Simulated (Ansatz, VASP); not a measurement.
## Two plane-wave programs on BaTiO3

```
Ba Ti O
1.0
     2.82737    1.63238    2.31839
    -2.82737    1.63238    2.31839
     0.00000   -3.26476    2.31839
Ba Ti O
1 1 3
Cartesian
  0.0000 0.0000 0.0000
  0.0000 0.0000 3.3698
  0.0000 1.6033 2.3988
  -1.3885 -0.8017 2.3988
  1.3885 -0.8017 2.3988
```

Alike in both runs: task single point; functional PBEsol; k mesh 6 × 6 × 6; no spin polarisation; Hubbard terms Ti d U = 4.5 eV.

|  | VASP | Ansatz |
| --- | --- | --- |
| version | VASP 6.6.1 | Ansatz 0.2.0 |
| potentials or method | VASP PAW PBE potentials, release 64 (Ba_sv, Ti_sv, O) | plane waves, PAW |
| plane-wave cutoff (eV) | 520 | 420 |
| occupations | gaussian, width 0.01 eV | fixed |
| valence electrons in the cell | 40 | 40 |

Ansatz gave:

| Property | Result |
| --- | --- |
| gap on the k mesh at the Fermi level (eV) | 2.84 |

Q: Which values does VASP return?

A: gap on the k mesh at the Fermi level (eV): 2.80.

VASP's potentials were made for PBE, not for PBEsol. The programs project onto different local orbitals, so the same U acts differently, and such runs can settle in different states.

Neither program's run includes spin-orbit coupling.
